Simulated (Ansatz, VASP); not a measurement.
**One calculation of Si3N4, two programs**

```xyz
14
Lattice="-3.2374 3.2374 3.2374 3.2374 -3.2374 3.2374 3.2374 3.2374 -3.2374" Properties=species:S:1:pos:R:3 pbc="T T T"
Si    2.4280    3.2374   -1.6187
Si   -1.6187    2.4280    3.2374
Si    0.8093    3.2374    1.6187
Si    1.6187    0.8093    3.2373
Si    3.2374   -1.6187    2.4280
Si    3.2374    1.6187    0.8093
N     1.8220    1.8220    1.8220
N     0.2033   -0.2033    3.0340
N     1.4154    4.6527   -1.4154
N     3.0340    0.2033   -0.2033
N    -1.4154    1.4154    4.6527
N     0.2033    0.2033    0.2033
N     4.6527   -1.4154    1.4154
N    -0.2033    3.0340    0.2033
```

Alike in both runs: task relaxation of cell and atoms; functional PBE; k mesh 6 × 6 × 6; occupations gaussian, width 0.02 eV; no spin polarisation.

|  | VASP | Ansatz |
| --- | --- | --- |
| version | VASP 6.6.1 | Ansatz 0.2.0 |
| potentials or method | VASP PAW PBE potentials, release 64 (Si, N), cutoff 600 eV | scalar-relativistic, plane waves, PAW |
| valence electrons in the cell | 64 | 64 |

VASP gave:

- gap on the k mesh at the Fermi level, each at its own relaxed structure (eV): 4.05
- relaxed volume (Å³/atom): 9.75
- relaxed length of the cell vector where the two differ most in proportion (Å): 5.618

What did Ansatz give for the same quantities?

gap on the k mesh at the Fermi level, each at its own relaxed structure (eV): 4.04; relaxed volume (Å³/atom): 9.76; relaxed length of the cell vector where the two differ most in proportion (Å): 5.621.
